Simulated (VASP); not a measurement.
# Ba (C2/m) in VASP: a series of runs, part 2 of 2

VASP 6.6.1.

## Step 3: Relaxation of cell and atoms, PBE

File INCAR:

```
PREC = Accurate
ENCUT = 600
EDIFF = 1E-6
ISMEAR = 0
SIGMA = 0.1
LREAL = F
LASPH = T
NELM = 100
ALGO = Normal
ISIF = 3
LWAVE = F
LCHARG = F
GGA = PE
IBRION = 2
NSW = 90
EDIFFG = -0.04
```

File KPOINTS:

```
regular mesh
0
Gamma
  4 4 2
```

File POSCAR:

```
Ba
1.0
    4.6076713554     -2.7478476447      0.0000000000
    4.6076713554      2.7478476447      0.0000000000
   -2.5736106467      0.0000000000     11.9297135286
Ba
4
Direct
    0.0504000000      0.0504000000      0.0996000000
    0.9496000000      0.9496000000      0.9004000000
    0.5050000000      0.5050000000      0.6000000000
    0.4950000000      0.4950000000      0.4000000000
```

Potentials or basis: VASP PAW PBE potentials, release 64 (Ba_sv).

Started as:

```
$ cat potpaw_PBE.64/Ba_sv/POTCAR > POTCAR
$ mpirun -np 1 vasp_std > vasp.out
```

OUTCAR:

```text
PREC = Accurate
   ENCUT = 600
   EDIFF = 1E-6
   ISMEAR = 0
   LREAL = F
   LASPH = T
   NELM = 100
   ISIF = 3
   GGA = PE
   IBRION = 2
   NSW = 90
   EDIFFG = -0.04

 ion  position               nearest neighbor table
   1  0.050  0.050  0.100-   2 2.41   4 4.69   4 4.69
   2  0.950  0.950  0.900-   1 2.41   3 4.69   3 4.69
   3  0.505  0.505  0.600-   4 2.42   2 4.69   2 4.69
   4  0.495  0.495  0.400-   3 2.42   1 4.69   1 4.69

  LATTYP: Found a base centered monoclinic cell.
 ALAT       =     9.2153427108
 B/A-ratio  =     0.5963636364
 C/A-ratio  =     1.3243306311
 COS(beta)  =    -0.2108797750

  Lattice vectors:

 A1 = (   4.6076713554,  -2.7478476447,   0.0000000000)
 A2 = (   4.6076713554,   2.7478476447,   0.0000000000)
[... 279 lines left out ...]
  free  energy   TOTEN  =        -5.7233085086 eV

  energy  without entropy=       -5.6478123855  energy(sigma->0) =       -5.68556045

[... ionic steps 4 to 45 ...]

--------------------------------------- Ionic step       46  -------------------------------------------

 number of electron      40.0000000 magnetization

------------------------ aborting loop because EDIFF is reached ----------------------------------------
[... 71 lines left out ...]
--------------------------------------- Ionic step       48  -------------------------------------------

 number of electron      40.0000004 magnetization

 Free energy of the ion-electron system (eV)
  ---------------------------------------------------
  ext. energy  EPLUGINS =         0.00000000
  ---------------------------------------------------
  free energy    TOTEN  =        -7.61378828 eV

  energy without entropy =       -7.59714408  energy(sigma->0) =       -7.60546618

 E-fermi :   1.5546     XC(G=0):  -7.3213

 val. band max:        1.5097176071   @ k =   0.5000   0.0000   0.5000
 cond. band min:       1.6488440321   @ k =  -0.2500   0.2500   0.0000
 fundamental gap:      0.1391264250
 Fermi energy:         1.5546180659

 k-point     1 :       0.0000    0.0000    0.0000
  band No.  band energies     occupation
      1     -27.3750      2.00000
      2     -27.3558      2.00000
      3     -27.3517      2.00000
      4     -27.3335      2.00000
      5     -12.7492      2.00000
      6     -12.5525      2.00000
[... 398 lines left out ...]
  FREE ENERGIE OF THE ION-ELECTRON SYSTEM (eV)
  ---------------------------------------------------
  free  energy   TOTEN  =        -7.6137882803 eV

  energy  without entropy=       -7.5971440782  energy(sigma->0) =       -7.60546618

 reached required accuracy - stopping structural energy minimisation
```

OSZICAR:

```text
N       E                     dE             d eps       ncg     rms          rms(c)
DAV:   1     0.392494666094E+03    0.39249E+03   -0.16698E+04   672   0.146E+03
DAV:   2     0.359613870203E+02   -0.35653E+03   -0.35304E+03  1056   0.281E+02
DAV:   3     0.280070070577E+01   -0.33161E+02   -0.33009E+02   904   0.938E+01
[... 534 lines left out ...]
DAV:   3    -0.761390365482E+01    0.42632E-02   -0.11149E-02   840   0.504E-01    0.816E-02
DAV:   4    -0.761377630020E+01    0.12735E-03   -0.11916E-03   880   0.148E-01    0.361E-02
DAV:   5    -0.761378465333E+01   -0.83531E-05   -0.22129E-04   872   0.482E-02    0.246E-02
DAV:   6    -0.761378786313E+01   -0.32098E-05   -0.57426E-05   872   0.278E-02    0.587E-03
DAV:   7    -0.761378828032E+01   -0.41719E-06   -0.31856E-06   600   0.969E-03
  48 F= -.76137883E+01 E0= -.76054662E+01  d E =-.357922E-02
```

It took 46 min on 1 thread of Intel Xeon Platinum 8559C (Emerald Rapids), shared host; peak memory 0.58 GiB.

Results:

```yaml
Free_energy: -7.6138 eV
Relaxed_volume: 64.78 Å³/atom
Relaxed_cell: a = 4.450 Å, b = 4.450 Å, c = 17.030 Å, α = 115.13°, β = 115.13°, γ = 62.26°
Space_group_after_relaxing_to_0.05_Å: C2/m (No. 12)
Energy_gained_by_relaxing: 2852.2 meV/atom
Ionic_steps: 48
Pressure_after_relaxing: 0.0 GPa
Largest_force_after_relaxing: 0.029 eV/Å
Band_gap_on_the_k_mesh: zero (band 20 reaches 1.65 eV, above the bottom of band 21 at 1.24 eV)
```

Forces in eV/Å, atoms in the order of the input:
```
Ba  -0.018  0.000  0.022
Ba   0.018  0.000 -0.022
Ba   0.015  0.000  0.022
Ba  -0.015  0.000 -0.022
```

Step by step:
```csv
step,energy change (eV),largest force (eV/Å),pressure (GPa),volume (Å³)
1,0.0000,14.4871,9.70,302.09
3,-9.5184,0.1463,-1.38,473.29
5,-9.9776,0.0749,-1.51,391.73
7,-9.9762,0.0781,-1.49,389.37
9,-10.6296,0.3917,1.33,234.41
11,-10.9265,0.2584,-0.10,278.54
13,-10.9897,0.2040,0.06,266.66
15,-11.0042,0.1644,0.18,259.25
17,-11.0339,0.0854,-0.03,263.06
19,-11.0536,0.1503,0.01,261.36
21,-11.0586,0.1888,0.04,259.78
23,-11.0669,0.1976,0.04,259.55
25,-11.0871,0.2245,0.08,257.81
27,-11.1177,0.2109,0.03,260.03
29,-11.1279,0.2089,0.01,261.02
31,-11.1926,0.1810,-0.18,267.20
33,-11.2063,0.1521,-0.29,270.73
35,-11.2484,0.1629,0.00,261.40
37,-11.2540,0.1897,0.17,256.07
39,-11.2834,0.1984,-0.07,263.49
41,-11.3452,0.1749,-0.17,264.43
43,-11.3746,0.1304,-0.21,264.93
45,-11.3951,0.1214,0.10,255.45
47,-11.4053,0.0470,-0.01,258.78
48,-11.4088,0.0286,-0.03,259.12
```

Final structure:
```xyz
4
Lattice="3.7241 -2.3004 -0.7983 3.7241 2.3004 -0.7983 -5.1610 0.0000 16.2292" Properties=species:S:1:pos:R:3 pbc="T T T"
Ba    6.5832    0.0000    0.4699
Ba   -4.2960    0.0000   14.1626
Ba   -0.2226    0.0000    9.4967
Ba    2.5098    0.0000    5.1358
```

Caveat: spin-orbit coupling is left out, which moves the levels of the heavy elements.
